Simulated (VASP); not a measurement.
Wanted: the native input for a VASP 6.6.1 run.

| Property | Result |
| --- | --- |
| Task | single point |
| Functional | LDA |
| Potentials or basis | VASP PAW LDA potentials, release 64 (Pd) |
| Cutoff | 520 eV |
| k mesh | 10 × 10 × 10 |
| Occupations | gaussian, width 0.1 eV |
| Spin | no spin polarisation |
| Dipole correction | no |
| Further INCAR settings | ALGO = Normal; EDIFF = 1e-06; NBANDS = 11 |

The structure of Pd lies in POSCAR:

```
Pd
1.0
    0.0000000000      1.9192569067      1.9192569067
    1.9192569067      0.0000000000      1.9192569067
    1.9192569067      1.9192569067      0.0000000000
Pd
1
Direct
    0.0000000000      0.0000000000      0.0000000000
```

The input as run:

INCAR

```
SYSTEM = Pd
PREC = Accurate
ENCUT = 520
EDIFF = 1E-6
ISMEAR = 0
SIGMA = 0.1
LREAL = .False.
LASPH = .True.
NELM = 100
ALGO = Normal
ISIF = 2
LWAVE = .False.
LCHARG = .False.
NBANDS = 11
```

KPOINTS

```
regular mesh
0
Gamma
  10 10 10
  0 0 0
```

Potentials or basis: VASP PAW LDA potentials, release 64 (Pd).

Command:

```sh
$ cat potpaw_LDA.64/Pd/POTCAR > POTCAR
$ mpirun -np 1 vasp_std > vasp.out
```

It gave:

```json
{
 "Pressure": "0.3 GPa",
 "Band gap on the k mesh": "zero (band 5 reaches 10.67 eV, above the bottom of band 6 at 8.98 eV)"
}
```

Wall time 7.8 s on 1 thread of Intel Xeon 8259CL, on a shared host, peak memory 0.12 GiB.
